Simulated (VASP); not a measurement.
Here is a VASP 6.6.1 calculation.

INCAR

```
SYSTEM = BN
PREC = Accurate
ENCUT = 520
EDIFF = 1E-7
ISMEAR = -1
SIGMA = 0.02
LREAL = .False.
LASPH = .True.
NELM = 60
ALGO = Normal
ISIF = 2
LWAVE = .False.
LCHARG = .True.
LELF = .True.
LVHAR = .True.
NBANDS = 11
```

The input KPOINTS:

```
Automatic mesh
0
Gamma
  11 11 11
  0 0 0
```

POSCAR

```
BN
1.0
    0.0000000000      1.7894250000      1.8075000000
    1.7894250000      0.0000000000      1.8075000000
    1.7894250000      1.7894250000      0.0000000000
B N
1 1
Direct
    0.0000000000      0.0000000000      0.0000000000
    0.7500000000      0.7500000000      0.7500000000
```

Potentials or basis: VASP PAW LDA potentials, release 64 (B, N).

The run is started by

```console
$ cat potpaw_LDA.64/B/POTCAR potpaw_LDA.64/N/POTCAR > POTCAR
$ mpirun -np 1 vasp_std > vasp.out
```

(1) Predict the band gap on the k mesh.

(2) Estimate the pressure.

Answers

(1) 4.38 eV, indirect (least direct gap 8.72 eV).

(2) -2.5 GPa.

Caveat: the cell differs from its parent crystal (equal xx and yy strain of -1 %).
